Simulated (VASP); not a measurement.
Write the native input for VASP 6.6.1 that does the following.

| Item | Value |
| --- | --- |
| Task | single point |
| Functional | r2SCAN |
| Potentials or basis | VASP PAW PBE potentials, release 64 (Cd, S) |
| Cutoff | 520 eV |
| k mesh | 8 × 8 × 8 |
| Occupations | gaussian, width 0.01 eV |
| Spin | no spin polarisation |
| Dipole correction | no |
| Further INCAR settings | ALGO = Normal; EDIFF = 1e-06; NBANDS = 16 |

The system is CdS (Hawleyite).

```
Cd S
1.0
     2.99806    2.99806    0.00000
    -2.99806    2.99806    0.00000
     0.00000    2.99806    2.90400
Cd S
1 1
Direct
  0.00000 0.00000 0.00000
  0.75000 0.25000 0.50000
```

This cell differs from its parent crystal: in-plane strain +0.02.

The input as run:

POSCAR

```
CdS
1.0
    2.9980597188      2.9980597188      0.0000000000
   -2.9980597188      2.9980597188      0.0000000000
    0.0000000000      2.9980597188      2.9040029433
Cd S
1 1
Direct
    0.0000000000      0.0000000000      0.0000000000
    0.7500000000      0.2500000000      0.5000000000
```

INCAR.step1

```
SYSTEM = CdS
ALGO = Normal
EDIFF = 1E-4
ENCUT = 520
GGA = PE
ISMEAR = 0
LASPH = .True.
LCHARG = .False.
LREAL = .False.
LWAVE = .True.
NBANDS = 16
NELM = 80
PREC = Accurate
SIGMA = 0.01
```

INCAR.step2

```
SYSTEM = CdS
ALGO = Normal
EDIFF = 1E-6
ENCUT = 520
ISIF = 2
ISMEAR = 0
ISTART = 1
LASPH = .True.
LCHARG = .False.
LMIXTAU = .True.
LREAL = .False.
LWAVE = .False.
METAGGA = R2SCAN
NBANDS = 16
NELM = 80
PREC = Accurate
SIGMA = 0.01
```

KPOINTS

```
k-points
0
Gamma
  8 8 8
  0 0 0
```

Potentials or basis: VASP PAW PBE potentials, release 64 (Cd, S).

Run with:

```console
$ cat potpaw_PBE.64/Cd/POTCAR potpaw_PBE.64/S/POTCAR > POTCAR
$ cp INCAR.step1 INCAR
$ mpirun -np 1 vasp_std > vasp.out
$ cp INCAR.step2 INCAR
$ mpirun -np 1 vasp_std > vasp.out
```

It gave:

```
Pressure               : -1.3 GPa
Band gap on the k mesh : 1.41 eV, direct
```

Caveat: the cell differs from its parent crystal (in-plane strain +0.02); the PAW data sets were made with another functional, which shifts forces and pressure a little.

Wall time 66 s on 1 thread of Intel(R) Xeon(R) 6975P-C (Granite Rapids), with other jobs on the host, peak memory 0.21 GiB.
